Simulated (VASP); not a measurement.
Wanted: the native input for a VASP 6.6.1 run.

| Quantity | Value |
| --- | --- |
| Task | single point |
| Functional | r2SCAN |
| Potentials or basis | VASP PAW PBE potentials, release 64 (C) |
| Cutoff | 520 eV |
| k mesh | 14 × 14 × 14 |
| Occupations | gaussian, width 0.05 eV |
| Spin | no spin polarisation |
| Dipole correction | no |
| Further INCAR settings | ALGO = Normal; EDIFF = 1e-06; NBANDS = 11 |

Crystal: C.

```
CELL_PARAMETERS angstrom
0.00000 2.12700 3.34800
1.22800 0.00000 3.34800
1.22800 2.12700 0.00000
ATOMIC_POSITIONS crystal
C 0.15837 0.75202 0.07523
C 0.83333 0.16667 0.83333
```

This cell differs from its parent crystal: atom 1 (C) moved by (-0.300, -0.300) A along [1 1 0] and z.

These files were run (other wordings do the same):

POSCAR

```
C
1.0
    0.0000000000      2.1270000000      3.3480000000
    1.2280000000      0.0000000000      3.3480000000
    1.2280000000      2.1270000000      0.0000000000
C
2
Direct
    0.1583736241      0.7520206411      0.0752334025
    0.8333300000      0.1666700000      0.8333300000
```

INCAR.step1

```
SYSTEM = C
ALGO = Normal
EDIFF = 1E-4
ENCUT = 520
GGA = PE
ISMEAR = 0
LASPH = .TRUE.
LCHARG = .FALSE.
LREAL = .FALSE.
LWAVE = .TRUE.
NBANDS = 11
NELM = 100
PREC = Accurate
SIGMA = 0.05
```

INCAR.step2

```
SYSTEM = C
ALGO = Normal
EDIFF = 1E-6
ENCUT = 520
ISIF = 2
ISMEAR = 0
ISTART = 1
LASPH = .TRUE.
LCHARG = .FALSE.
LMIXTAU = .TRUE.
LREAL = .FALSE.
LWAVE = .FALSE.
METAGGA = R2SCAN
NBANDS = 11
NELM = 100
PREC = Accurate
SIGMA = 0.05
```

KPOINTS

```
k-points
0
G
  14 14 14
  0 0 0
```

Potentials or basis: VASP PAW PBE potentials, release 64 (C).

The run is started by

```sh
$ cat potpaw_PBE.64/C/POTCAR > POTCAR
$ cp INCAR.step1 INCAR
$ mpirun -np 1 vasp_std > vasp.out
$ cp INCAR.step2 INCAR
$ mpirun -np 1 vasp_std > vasp.out
```

Results of the run:

The pressure is 21.4 GPa. The largest force is 9.414 eV/Å and the band gap on the k mesh is zero (bands 4 and 5 overlap by 3.90 eV).

Caveat: the cell differs from its parent crystal (atom 1 (C) moved by (-0.300, -0.300) A along [1 1 0] and z); the stress differs along the axes, from -8 to 55 GPa; the PAW data sets were made with another functional, which shifts forces and pressure a little.

Run time: 11 min on 1 thread of Intel(R) Xeon(R) 6975P-C (Granite Rapids), on a shared host, peak memory 0.31 GiB.
